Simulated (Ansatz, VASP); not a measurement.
## Two plane-wave programs on LiH

```
Li H
1.0
     2.59061    0.00000    0.00000
     0.00000    2.59061    0.00000
     0.00000    0.00000    2.59061
Li H
1 1
Direct
  0.00000 0.00000 0.00000
  0.50000 0.50000 0.50000
```

Change from the starting cell: species swapped into the AlRu type (Pm-3m, No. 221).

Alike in both runs: task single point; functional PBE; k mesh 6 × 6 × 6; occupations gaussian, width 0.1 eV; no spin polarisation.

|  | VASP | Ansatz |
| --- | --- | --- |
| version | VASP 6.6.1 | Ansatz 0.2.0 |
| potentials or method | VASP PAW PBE potentials, release 64 (Li_sv, H), cutoff 520 eV | scalar-relativistic, plane waves, PAW |
| valence electrons in the cell | 4 | 4 |

```csv
,VASP,Ansatz,Ansatz less VASP
gap on the k mesh at the Fermi level (eV),0.75,0.73,-0.023
least direct gap on the mesh (eV),4.12,4.13,+0.005
```

Noted on VASP's run: the cutoff is short for stress, so the pressure is rough.
